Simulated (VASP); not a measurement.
Here is a VASP 6.6.1 calculation.

Contents of INCAR:

```
PREC = Accurate
ENCUT = 520
EDIFF = 1E-7
ISMEAR = 0
SIGMA = 0.05
LREAL = False
LASPH = True
NELM = 100
ALGO = Normal
ISIF = 2
LWAVE = False
LCHARG = False
GGA = PE
NBANDS = 18
```

The input KPOINTS:

```
Automatic mesh
0
Gamma
  8 8 8
```

POSCAR

```
HfO2
1.0
    0.0000000000      2.6214375000      2.6214375000
    2.6214375000      0.0000000000      2.6214375000
    2.6214375000      2.6214375000      0.0000000000
Hf O
1 2
Direct
    0.0000000000      0.0000000000      0.0000000000
    0.2500000000      0.2500000000      0.2500000000
    0.7500000000      0.7500000000      0.7500000000
```

Potentials or basis: VASP PAW PBE potentials, release 64 (Hf_pv, O).

The run is started by

```sh
$ cat potpaw_PBE.64/Hf_pv/POTCAR potpaw_PBE.64/O/POTCAR > POTCAR
$ mpirun -np 1 vasp_std > vasp.out
```

Problem. What does it give for the pressure?

Solution. -20.2 GPa.

Problem. Estimate the band gap on the k mesh.

Solution. 3.52 eV, direct.

Caveat: the cell differs from its parent crystal (strain +0.025 along x and y, +0.025 along z); spin-orbit coupling is left out, which moves the levels of the heavy elements. A k mesh can miss the band edges.
